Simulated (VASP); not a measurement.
# W (Fm-3m) in VASP: a series of runs

W is run at these levels: PBE; tasks: single point.

Program: VASP 6.6.1. These are calculated values, not measurements. Logs are shortened: lines on timing, memory, paths and dates and some standing lists are left out, and cuts for length are marked.

### 1 The cell of the first run

It takes space group Fm-3m (No. 225, cubic). Conventional cell: a = 3.949 Å, b = 3.949 Å, c = 3.949 Å, α = 90.00°, β = 90.00°, γ = 90.00°. W (site symmetry m-3m) has 12 W at 2.79 Å within 3.7 Å.

### 2 Single point, PBE

Input file INCAR:

```
SYSTEM = W
PREC     = Accurate       ! precision mode
ENCUT    = 520            ! plane-wave cutoff, eV
EDIFF    = 1E-6           ! SCF threshold, eV
ISMEAR   = 0              ! smearing method
SIGMA    = 0.05           ! smearing width, eV
LREAL    = .FALSE.        ! projectors in reciprocal space
LASPH    = .TRUE.         ! aspherical terms in the spheres
NELM     = 60             ! most SCF steps
ALGO     = Normal         ! electronic algorithm
ISIF     = 2              ! what is computed and relaxed
LWAVE    = .FALSE.        ! write WAVECAR
LCHARG   = .FALSE.        ! write CHGCAR
GGA      = PE             ! functional
NBANDS   = 13             ! bands
```

Input file KPOINTS:

```
Automatic mesh
0
G
  12 12 12
  0 0 0
```

Input file POSCAR:

```
W
1.0
    0.0000000000      1.9743553172      1.9743553172
    1.9743553172      0.0000000000      1.9743553172
    1.9743553172      1.9743553172      0.0000000000
W
1
Direct
    0.0000000000      0.0000000000      0.0000000000
```

Potentials or basis: VASP PAW PBE potentials, release 64 (W_sv).

On the command line:

```console
cat potpaw_PBE.64/W_sv/POTCAR > POTCAR
mpirun -np 1 vasp_std > vasp.out
```

OUTCAR:

```text
SYSTEM = W
   PREC = Accurate
   ENCUT = 520
   EDIFF = 1E-6
   ISMEAR = 0
   LREAL = .FALSE.
   LASPH = .TRUE.
   NELM = 60
   ISIF = 2
   GGA = PE

 ion  position               nearest neighbor table
   1  0.000  0.000  0.000-

  LATTYP: Found a face centered cubic cell.
 ALAT       =     3.9487106344

  Lattice vectors:

 A1 = (   0.0000000000,   1.9743553172,   1.9743553172)
 A2 = (   1.9743553172,   0.0000000000,   1.9743553172)
 A3 = (   1.9743553172,   1.9743553172,   0.0000000000)

Analysis of symmetry for initial positions (statically):
=====================================================================
 Subroutine PRICEL returns:
 Original cell was already a primitive cell.

 Routine SETGRP: Setting up the symmetry group for a
 face centered cubic supercell.

 Subroutine GETGRP returns: Found 48 space group operations
 (whereof 48 operations were pure point group operations)
 out of a pool of 48 trial point group operations.

The static configuration has the point symmetry O_h .

Analysis of symmetry for dynamics (positions and initial velocities):
=====================================================================
 Subroutine PRICEL returns:
 Original cell was already a primitive cell.

 Routine SETGRP: Setting up the symmetry group for a
 face centered cubic supercell.

 Subroutine GETGRP returns: Found 48 space group operations
 (whereof 48 operations were pure point group operations)
 out of a pool of 48 trial point group operations.

The dynamic configuration has the point symmetry O_h .

 Subroutine INISYM returns: Found 48 space group operations
 (whereof 48 operations are pure point group operations),
 and found     1 'primitive' translations

----------------------------------------------------------------------------------------

                                     Primitive cell

  volume of cell :      15.3924

  direct lattice vectors                    reciprocal lattice vectors
     0.000000000  1.974355317  1.974355317    -0.253247222  0.253247222  0.253247222
     1.974355317  0.000000000  1.974355317     0.253247222 -0.253247222  0.253247222
     1.974355317  1.974355317  0.000000000     0.253247222  0.253247222 -0.253247222

  length of vectors
     2.792160067  2.792160067  2.792160067     0.438637056  0.438637056  0.438637056

  position of ions in fractional coordinates (direct lattice)
     0.000000000  0.000000000  0.000000000

  ion indices of the primitive-cell ions
   primitive index   ion index
                 1           1

----------------------------------------------------------------------------------------

 KPOINTS: Automatic mesh

Automatic generation of k-mesh.
 Grid dimensions read from file:
 generate k-points for:   12   12   12

 Generating k-lattice:

  Cartesian coordinates                     Fractional coordinates (reciprocal lattice)
    -0.021103935  0.021103935  0.021103935     0.083333333  0.000000000  0.000000000
     0.021103935 -0.021103935  0.021103935     0.000000000  0.083333333  0.000000000
     0.021103935  0.021103935 -0.021103935     0.000000000  0.000000000  0.083333333

  Length of vectors
     0.036553088  0.036553088  0.036553088

  Shift w.r.t. Gamma in fractional coordinates (k-lattice)
     0.000000000  0.000000000  0.000000000

 Subroutine IBZKPT returns following result:
 ===========================================

 Found     72 irreducible k-points:

 Following reciprocal coordinates:
            Coordinates               Weight
  0.000000  0.000000  0.000000      1.000000
  0.083333  0.000000  0.000000      8.000000
  0.166667  0.000000  0.000000      8.000000
  0.250000  0.000000  0.000000      8.000000
  0.333333  0.000000  0.000000      8.000000
  0.416667  0.000000  0.000000      8.000000
[... 16 lines left out ...]
  0.500000  0.166667  0.000000     24.000000
 -0.416667  0.166667  0.000000     24.000000
 [... further k-points ...]
   k-points           NKPTS =     72   k-points in BZ     NKDIM =     72   number of bands    NBANDS=     13
   number of dos      NEDOS =    301   number of ions     NIONS =      1
   total plane-waves  NPLWV =  13824
   dimension x,y,z NGX =    24 NGY =   24 NGZ =   24
   dimension x,y,z NGXF=    48 NGYF=   48 NGZF=   48
   ions per type =               1
   NGX,Y,Z   is equivalent  to a cutoff of  14.29, 14.29, 14.29 a.u.
   NGXF,Y,Z  is equivalent  to a cutoff of  28.58, 28.58, 28.58 a.u.
 SYSTEM =  W
   PREC   = accura    normal or accurate (medium, high low for compatibility)
   ISTART =      0    job   : 0-new  1-cont  2-samecut
   ICHARG =      2    charge: 1-file 2-atom 10-const
   ISPIN  =      1    spin polarized calculation?
   LNONCOLLINEAR =      F non collinear calculations
   LSORBIT =      F    spin-orbit coupling
   LASPH  =      T    aspherical Exc in radial PAW
   ENCUT  =  520.0 eV  38.22 Ry    6.18 a.u.   5.19  5.19  5.19*2*pi/ulx,y,z
   NELM   =     60;   NELMIN=  2; NELMDL= -5     # of ELM steps
   EDIFF  = 0.1E-05   stopping-criterion for ELM
   LREAL  =      F    real-space projection
   EDIFFG = 0.1E-04   stopping-criterion for IOM
   NSW    =      0    number of steps for IOM
   IBRION =     -1    ionic relax: 0-MD 1-quasi-New 2-CG
   NFREE  =      0    steps in history (QN), initial steepest desc. (CG)
   ISIF   =      2    stress and relaxation
   ISYM   =      2    0-nonsym 1-usesym 2-fastsym
   POTIM  = 0.5000    time-step for ionic-motion
   TEBEG  =    0.0;   TEEND  =   0.0 temperature during run
   PSTRESS=    0.0 pullay stress
   NELECT =      14.0000    total number of electrons
   NUPDOWN=      -1.0000    fix difference up-down
   EMIN   =  10.00;   EMAX   =-10.00  energy-range for DOS
   EFERMI =   0.00;   METHOD = LEGACY
   ISMEAR =     0;   SIGMA  =   0.05  broadening in eV -4-tet -1-fermi 0-gaus
   EFERMI_NEDOS =   21; number of points for ismear=-14 and -15
   IALGO  =     38    algorithm
   IMIX   =      4    mixing-type and parameters
     AMIX     =   0.40;   BMIX     =  1.00
     AMIX_MAG =   1.60;   BMIX_MAG =  1.00
  volume/ion in A,a.u.               =      15.39       103.87
  Fermi-wavevector in a.u.,A,eV,Ry     =   1.586167  2.997421 34.231241  2.515925
  Thomas-Fermi vector in A             =   2.685520
   LORBIT       =      0    0 simple, 1 ext, 2 COOP (PROOUT), +10 PAW based schemes
   GGA     = PE    functional components
   LHFCALC =     F    Hartree Fock is set to
   AEXX    =    0.0000 exact exchange contribution
   IVDW    =     0    specifies the selected vdW correction
   LEPSILON=     F    determine dielectric tensor
   LRPA    =     F    only Hartree local field effects (RPA)
 non-spin polarized calculation
 Gauss-broadening in eV      SIGMA  =   0.05
  energy-cutoff  :      520.00
  volume of cell :       15.39
 maximum number of plane-waves:       432
 NGX is ok and might be reduce to    24
   NGX = 11   NGY = 11   NGZ = 11

 number of electron      13.9999998 magnetization

 Free energy of the ion-electron system (eV)
  ---------------------------------------------------
  ext. energy  EPLUGINS =         0.00000000
  ---------------------------------------------------
  free energy    TOTEN  =       -12.40384563 eV

  energy without entropy =      -12.40195437  energy(sigma->0) =      -12.40290000

 E-fermi :  11.3823     XC(G=0): -13.7941

 val. band max:       11.3715866231   @ k =  -0.2500   0.0833   0.0000
 cond. band min:      11.4000794230   @ k =   0.5000   0.1667   0.0833
 fundamental gap:      0.0284928000
 Fermi energy:        11.3822860899

 k-point     1 :       0.0000    0.0000    0.0000
  band No.  band energies     occupation
      1     -62.1454      2.00000
      2     -25.6854      2.00000
      3     -25.6854      2.00000
      4     -25.6854      2.00000
      5       2.0682      2.00000
      6      10.7565      2.00000
      7      10.7565      2.00000
      8      10.7565      2.00000
      9      14.1820      0.00000
     10      14.1820      0.00000
     11      24.2535      0.00000
     12      29.7922      0.00000
     13      29.7922      0.00000

 k-point     2 :       0.0833    0.0000    0.0000
  band No.  band energies     occupation
      1     -62.1360      2.00000
      2     -25.7883      2.00000
      3     -25.6982      2.00000
      4     -25.6982      2.00000
      5       2.3956      2.00000
      6      10.5049      2.00000
      7      10.9069      2.00000
      8      10.9069      2.00000
      9      14.0403      0.00000
     10      14.0403      0.00000
     11      24.9066      0.00000
     12      28.5636      0.00000
     13      30.4116      0.00000

 k-point     3 :       0.1667    0.0000    0.0000
  band No.  band energies     occupation
      1     -62.1101      2.00000
      2     -26.0632      2.00000
      3     -25.7332      2.00000
      4     -25.7332      2.00000
      5       3.2846      2.00000
      6       9.9842      2.00000
      7      11.2062      2.00000
      8      11.2062      2.00000
      9      13.8662      0.00000
     10      13.8662      0.00000
     11      25.9159      0.00000
     12      27.3982      0.00000
     13      32.1358      0.00000
[... 305 lines left out ...]
 k-point    23 :       0.5000    0.1667    0.0000
  band No.  band energies     occupation
      1     -61.9917      2.00000
      2     -26.9649      2.00000
      3     -26.0922      2.00000
      4     -25.9561      2.00000
      5       6.4194      2.00000
      6       9.1723      2.00000
      7      10.7514      2.00000
      8      11.6066      0.00000
      9      17.0180      0.00000
     10      18.1085      0.00000
     11      22.1589      0.00000
     12      26.4657      0.00000
     13      30.1749      0.00000

 k-point    24 :      -0.4167    0.1667    0.0000
  band No.  band energies     occupation
      1     -61.9893      2.00000
      2     -26.9772      2.00000
      3     -26.1396      2.00000
      4     -25.9264      2.00000
      5       6.5154      2.00000
      6       9.2400      2.00000
      7      11.0128      2.00000
      8      11.4589      0.03015
      9      16.2259      0.00000
     10      18.8063      0.00000
     11      22.1117      0.00000
     12      26.4659      0.00000
     13      29.9558      0.00000

 [... further k-points ...]
[... 5 lines left out ...]
  --------------------------------------------------------------------------------------
  -------------------------------------------------------------------------------------
  Total        2.0752843      2.0752843      2.0752843     -0.0000000      0.0000000      0.0000000
  in kB      216.0141755    216.0141755    216.0141755     -0.0000000      0.0000000      0.0000000
  external PRESSURE =     216.0141755 kB  Pullay stress =       0.0000000 kB

 VOLUME and BASIS-vectors are now :
 -----------------------------------------------------------------------------
  energy-cutoff  :      520.00
  volume of cell :       15.39
      direct lattice vectors                 reciprocal lattice vectors
     0.000000000  1.974355317  1.974355317    -0.253247222  0.253247222  0.253247222
     1.974355317  0.000000000  1.974355317     0.253247222 -0.253247222  0.253247222
     1.974355317  1.974355317  0.000000000     0.253247222  0.253247222 -0.253247222

 POSITION                                       TOTAL-FORCE (eV/Angst)
 -----------------------------------------------------------------------------------
      0.00000      0.00000      0.00000        -0.000000     -0.000000      0.000000
 -----------------------------------------------------------------------------------
    total drift:                               -0.000000      0.000000     -0.000000

  FREE ENERGIE OF THE ION-ELECTRON SYSTEM (eV)
  ---------------------------------------------------
  free  energy   TOTEN  =       -12.4038456333 eV

  energy  without entropy=      -12.4019543737  energy(sigma->0) =      -12.40290000
```

It took 13 s on 1 thread of Intel Xeon 8259CL, shared host; peak memory 0.15 GiB.

What came out:

```yaml
Free_energy: -12.4038 eV
Pressure: 21.6 GPa
Band_gap_on_the_k_mesh: zero (band 7 reaches 14.83 eV, above the bottom of band 8 at 10.76 eV)
```

Caveat: spin-orbit coupling is left out, which moves the levels of the heavy elements.

### 3 Single point, PBE

This run uses another cell than the first one, of 16.06 Å³/atom, 1.043 times its volume.

Input file INCAR:

```
SYSTEM = W
ALGO = Normal ; EDIFF = 1E-7
ENCUT = 520 ; GGA = PE
ISIF = 2 ; ISMEAR = 0
LASPH = .True. ; LCHARG = .False.
LREAL = .False. ; LWAVE = .False.
NBANDS = 13 ; NELM = 60
PREC = Accurate ; SIGMA = 0.05
```

Input file KPOINTS:

```
k-points
0
Gamma
  12 12 12
  0 0 0
```

Input file POSCAR:

```
W
1.0
    0.0000000000      2.0025642044      2.0025642044
    2.0025642044      0.0000000000      2.0025642044
    2.0025642044      2.0025642044      0.0000000000
W
1
Direct
    0.0000000000      0.0000000000      0.0000000000
```

Potentials or basis: VASP PAW PBE potentials, release 64 (W_sv).

On the command line:

```console
cat potpaw_PBE.64/W_sv/POTCAR > POTCAR
mpirun -np 1 vasp_std > vasp.out
```

Wall time 16 s (1 thread of Intel Xeon 8259CL, shared host); peak memory 0.15 GiB.

The run converged. Its results:

* Free energy: -12.4623 eV
* Pressure: 6.9 GPa
* Band gap on the k mesh: zero (band 7 reaches 13.96 eV, above the bottom of band 8 at 10.21 eV)

Levels at points of the mesh, in eV from the Fermi level:
| k point | band 4 | band 5 | band 6 | band 7 | band 8 | band 9 | band 10 | band 11 |
| --- | --- | --- | --- | --- | --- | --- | --- | --- |
| (0.00, 0.00, 0.00) | -37.23 | -9.12 | -0.59 | -0.59 | -0.59 | 2.63 | 2.63 | 12.80 |
| (0.50, 0.00, 0.00) | -37.39 | -5.73 | -0.83 | -0.83 | 0.68 | 5.19 | 5.19 | 10.61 |
| (0.50, 0.50, 0.00) | -37.68 | -5.65 | -4.67 | 3.16 | 5.16 | 5.95 | 5.95 | 11.91 |

Caveat: spin-orbit coupling is left out, which moves the levels of the heavy elements.
